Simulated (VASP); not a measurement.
A run of VASP 6.6.1 is set up as follows.

File POSCAR:

```
MgS
1.0
    0.0000000000      2.6016500000      2.6016500000
    2.6016500000      0.0000000000      2.6016500000
    2.6016500000      2.6016500000      0.0000000000
Mg S
1 1
Direct
    0.0000000000      0.0000000000     -0.0271791663
    0.5000000000      0.5000000000      0.5000000000
```

The input INCAR.step1:

```
SYSTEM = MgS
PREC = Accurate ; ENCUT = 520
ISMEAR = 0 ; SIGMA = 0.05
LREAL = .False. ; LASPH = .True.
NELM = 80 ; NBANDS = 11
GGA = PE ; ALGO = Normal
EDIFF = 1E-4 ; LWAVE = .True.
LCHARG = .False.
```

INCAR.step2

```
SYSTEM = MgS
PREC = Accurate ; ENCUT = 520
EDIFF = 1E-6 ; ISMEAR = 0
SIGMA = 0.05 ; LREAL = .False.
LASPH = .True. ; NELM = 80
ALGO = Normal ; ISIF = 2
LWAVE = .False. ; LCHARG = .False.
METAGGA = R2SCAN ; LMIXTAU = .True.
NBANDS = 11 ; ISTART = 1
```

The input KPOINTS:

```
regular mesh
0
Gamma
  8 8 8
  0 0 0
```

Potentials or basis: VASP PAW PBE potentials, release 64 (Mg, S).

The run is started by

```sh
$ cat potpaw_PBE.64/Mg/POTCAR potpaw_PBE.64/S/POTCAR > POTCAR
$ cp INCAR.step1 INCAR
$ mpirun -np 1 vasp_std > vasp.out
$ cp INCAR.step2 INCAR
$ mpirun -np 1 vasp_std > vasp.out
```

What does it give for the band gap on the k mesh?

3.44 eV, indirect (least direct gap 4.61 eV).

Estimate the pressure.

-0.1 GPa.

Stress tensor (GPa, compression positive):
```
 0.08 -0.07  0.00
-0.07  0.08  0.00
 0.00  0.00 -0.56
```

Caveat: the cell differs from its parent crystal (all Mg atoms moved -0.100 Å, as atom 1 along Cartesian [1 1 0]); the PAW data sets were made with another functional, which shifts forces and pressure a little. A k mesh can miss the band edges.
